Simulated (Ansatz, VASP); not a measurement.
# C in VASP and in Ansatz

INCAR

```
SYSTEM = C
ALGO = Normal ; EDIFF = 1E-8
ENCUT = 520 ; GGA = PE
ISIF = 2 ; ISMEAR = -1
LASPH = .True. ; LCHARG = .False.
LEFG = .True. ; LREAL = .False.
LWAVE = .False. ; NBANDS = 11
NELM = 60 ; PREC = Accurate
SIGMA = 0.08
```

KPOINTS

```
k-points
0
Gamma
  20 20 20
  0 0 0
```

Contents of POSCAR:

```
C
1.0
    0.0000000000      1.8068684808      1.8068684808
    1.8068684808      0.0000000000      1.8068684808
    1.8068684808      1.8068684808      0.0000000000
C
2
Direct
    0.5000000000      0.5000000000      0.5000000000
    0.7500000000      0.7500000000      0.7500000000
```

Input for Ansatz:

```yaml
crystal:
  lattice:
    - [0.0, 1.8068684808, 1.8068684808]
    - [1.8068684808, 0.0, 1.8068684808]
    - [1.8068684808, 1.8068684808, 0.0]
  atoms:
    - { symbol: C, position: [0.5, 0.5, 0.5] }
    - { symbol: C, position: [0.75, 0.75, 0.75] }
kpoints:
  mp_grid: { grid: [20, 20, 20] }
scf:
  occupations: { method: fermi_dirac, width: 0.08 }
hamiltonian:
  xc: pbe
  pseudopotentials: { kind: all_electron, datasets: crystal }
output:
  forces: true
  stress: true
  eigenvalues: true
  efg: { contact_densities: true }
```

Change from the starting cell: volume scaled by 1.04, crystal datasets.

Alike in both runs: task electric field gradients; functional PBE; k mesh 20 × 20 × 20; occupations fermi-dirac, width 0.08 eV; no spin polarisation.

|  | VASP | Ansatz |
| --- | --- | --- |
| version | VASP 6.6.1 | Ansatz 0.2.0 |
| potentials or method | VASP PAW PBE potentials, release 64 (C), cutoff 520 eV | all-electron PAW with datasets made for the crystal, scalar-relativistic |

|  | VASP | Ansatz | Ansatz less VASP |
| --- | --- | --- | --- |
| gap on the k mesh at the Fermi level (eV) | 4.05 | 4.05 | +0.008 |
| pressure (GPa) | -13.7 | -14.3 | -0.58 |

Ansatz ran all-electron here, and VASP with PAW potentials.
